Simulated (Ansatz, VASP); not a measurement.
TaH4: VASP beside Ansatz

Contents of INCAR:

```
PREC = Accurate
ENCUT = 500
EDIFF = 1E-7
ISMEAR = 0
SIGMA = 0.15
LREAL = F
LASPH = T
NELM = 120
ALGO = Normal
ISIF = 3
LWAVE = F
LCHARG = F
GGA = PE
IBRION = 2
NSW = 36
EDIFFG = -0.08
GGA_COMPAT = F
NELMIN = 4
```

File KPOINTS:

```
regular mesh
0
Gamma
  4 4 4
```

File POSCAR:

```
TaH4
1.0
   -2.6628460700      2.6628460700      1.6841317200
    2.6628460700     -2.6628460700      1.6841317200
    2.6628460700      2.6628460700     -1.6841317200
Ta H
1 4
Direct
    0.0000000000      0.0000000000      0.0000000000
    0.6000000000      0.8000000000      0.4000000000
    0.4000000000      0.2000000000      0.6000000000
    0.8000000000      0.4000000000      0.2000000000
    0.2000000000      0.6000000000      0.8000000000
```

Input for Ansatz:

```yaml
crystal:
  lattice:
    - [-2.66284607, 2.66284607, 1.68413172]
    - [2.66284607, -2.66284607, 1.68413172]
    - [2.66284607, 2.66284607, -1.68413172]
  atoms:
    - { symbol: Ta, position: [0.0, 0.0, 0.0] }
    - { symbol: H, position: [0.6, 0.8, 0.4] }
    - { symbol: H, position: [0.4, 0.2, 0.6] }
    - { symbol: H, position: [0.8, 0.4, 0.2] }
    - { symbol: H, position: [0.2, 0.6, 0.8] }
basis:
  ecutwfc: 420
kpoints:
  mp_grid: { grid: [4, 4, 4] }
hamiltonian:
  xc: pbe
scf:
  occupations: { method: gaussian, width: 0.15 }
  lower_state_search: "off"
output:
  forces: true
  stress: true
  eigenvalues: true
relax:
  adjacent_minimum: "off"
  f_tol: 0.08
  max_steps: 16
  cell: { stress_tol: 0.8 }
```

Alike in both runs: task relaxation of cell and atoms; functional PBE; k mesh 4 × 4 × 4; occupations gaussian, width 0.15 eV; no spin polarisation.

```csv
,VASP,Ansatz
version,VASP 6.6.1,Ansatz 0.2.0
potentials or method,"VASP PAW PBE potentials, release 64 (Ta_pv, H), cutoff 500 eV","scalar-relativistic, plane waves, PAW"
valence electrons in the cell,15,17
```

```tsv
	VASP	Ansatz	Ansatz less VASP
gap on the k mesh at the Fermi level, each at its own relaxed structure (eV)	none	none	-
relaxed volume (Å³/atom)	6.00	6.03	+0.031
relaxed cell length with the largest relative difference (Å)	3.531	3.538	+0.0069
```

A gap of «none» marks a metal or a gap that the smearing closes. VASP's potentials hold 15 valence electrons a cell and Ansatz's 17, so a difference there can come from the potentials and not from the codes.

The k mesh is coarse, so the values compare programs but aren't converged. Spin-orbit coupling is off throughout. Noted on VASP's run: the volume moved by over 15 % at a fixed basis, so the end points are rough.
